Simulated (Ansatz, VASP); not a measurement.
**Sn3Te: VASP beside Ansatz**

```
Sn Te
1.0
     4.94540    0.00000    0.00000
     0.00000    4.94540    0.00000
     0.00000    0.00000    4.94540
Sn Te
3 1
Direct
  0.50000 0.50000 0.00000
  0.50000 0.00000 0.50000
  0.00000 0.50000 0.50000
  0.00000 0.00000 0.00000
```

Alike in both runs: task single point; functional PBE; k mesh 5 × 5 × 5; occupations fermi-dirac, width 0.1 eV; no spin polarisation.

|  | VASP | Ansatz |
| --- | --- | --- |
| version | VASP 6.6.1 | Ansatz 0.2.0 |
| potentials or method | VASP PAW PBE potentials, release 64 (Sn_d, Te), cutoff 520 eV | plane waves, PAW |
| valence electrons in the cell | 48 | 58 |

|  | VASP | Ansatz | Ansatz less VASP |
| --- | --- | --- | --- |
| pressure (GPa) | -1.4 | -1.4 | +0.06 |

The functional is the same, so the differences come from potentials, cutoffs and numerics. VASP's potentials hold 48 valence electrons a cell and Ansatz's 58, so a difference there can come from the potentials and not from the codes.

Spin-orbit coupling is off throughout.
